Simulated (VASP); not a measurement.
The system is Si.

```xyz
4
Lattice="-2.0281 2.0281 4.0450 2.0281 -2.0281 4.0450 2.0281 2.0281 -4.0450" Properties=species:S:1:pos:R:3 pbc="T T T"
Si    1.4658   -1.0140    5.0563
Si   -1.0140    1.4658    3.0338
Si    3.0421    0.5623   -1.0113
Si    0.5623    3.0421    1.0113
```

The cell was generated, and may not be a known phase.

```yaml
Program: VASP 6.6.1
Task: relaxation of cell and atoms
Functional: PBE
Potentials_or_basis: VASP PAW PBE potentials, release 64 (Si)
Cutoff: 600 eV
k_mesh: 6 × 6 × 6
Occupations: gaussian, width 0.1 eV
Spin: no spin polarisation
```

At the start: pressure 29.4 GPa; volume 16.64 Å³/atom.

Task: How do energy, volume and symmetry change on relaxing?

Result: Over 34 steps the energy falls by 556.3 meV/atom and the volume is 16.25 Å³/atom (-2.4 %); space group I4_122 (No. 98, to 0.1 Å) before, Pm-3m (No. 221, to 0.1 Å).

Step by step:
| step | energy change (eV) | largest force (eV/Å) | pressure (GPa) | volume (Å³) |
| --- | --- | --- | --- | --- |
| 1 | 0.0000 | 0.6568 | 29.43 | 66.55 |
| 2 | -0.5997 | 0.4516 | -9.28 | 99.08 |
| 3 | -1.6185 | 0.4564 | -0.35 | 81.08 |
| 4 | -1.6216 | 0.4476 | 0.18 | 80.57 |
| 5 | -1.6223 | 0.4401 | 0.55 | 80.22 |
| 6 | -1.6466 | 0.2226 | -0.66 | 81.07 |
| 7 | -1.6494 | 0.1199 | -1.21 | 81.48 |
| 8 | -1.6734 | 0.0998 | -0.92 | 80.29 |
| 9 | -1.7399 | 0.1090 | 0.18 | 76.78 |
| 10 | -1.8437 | 0.2199 | 2.54 | 69.91 |
| 11 | -1.8096 | 0.3112 | 17.91 | 56.85 |
| 12 | -1.8511 | 0.5215 | 4.77 | 67.50 |
| 13 | -1.9533 | 0.7472 | 8.97 | 62.10 |
| 14 | -1.9326 | 0.7191 | 12.74 | 59.45 |
| 15 | -1.9545 | 0.7776 | 10.78 | 60.70 |
| 16 | -1.9507 | 0.7647 | 11.37 | 60.31 |
| 17 | -1.9535 | 0.7512 | 11.44 | 60.22 |
| 18 | -1.9600 | 0.7081 | 11.66 | 59.98 |
| 19 | -1.9666 | 0.6262 | 12.11 | 59.49 |
| 20 | -1.9546 | 0.4006 | 13.55 | 58.50 |
| 21 | -1.9670 | 0.5938 | 12.35 | 59.29 |
| 22 | -1.9778 | 0.5808 | 12.02 | 59.41 |
| 23 | -2.0085 | 0.5427 | 11.06 | 59.77 |
| 24 | -2.0629 | 0.4704 | 9.21 | 60.50 |
| 25 | -2.1453 | 0.3407 | 5.83 | 61.97 |
| 26 | -2.2153 | 0.1447 | 0.19 | 64.99 |
| 27 | -2.2161 | 0.1289 | -0.36 | 65.33 |
| 28 | -2.2161 | 0.1234 | -0.55 | 65.45 |
| 29 | -2.2167 | 0.1183 | -0.52 | 65.43 |
| 30 | -2.2184 | 0.1035 | -0.44 | 65.34 |
| 31 | -2.2211 | 0.0763 | -0.24 | 65.18 |
| 32 | -2.2241 | 0.0309 | 0.21 | 64.85 |
| 33 | -2.2244 | 0.0143 | 0.42 | 64.71 |
| 34 | -2.2250 | 0.0025 | 0.01 | 64.98 |

Final structure:
```cif
data_structure
_symmetry_space_group_name_H-M 'P 1'
_symmetry_Int_Tables_number 1
_cell_length_a 5.6374
_cell_length_b 5.6374
_cell_length_c 5.6374
_cell_angle_alpha 142.830
_cell_angle_beta 142.830
_cell_angle_gamma 53.581
_cell_volume 64.98
loop_
_atom_site_label
_atom_site_type_symbol
_atom_site_fract_x
_atom_site_fract_y
_atom_site_fract_z
_atom_site_occupancy
Si1 Si 0.37500 0.87520 0.00020 1
Si2 Si 0.62520 0.12500 0.00020 1
Si3 Si 0.12480 0.62500 0.99980 1
Si4 Si 0.87500 0.37480 0.99980 1
```
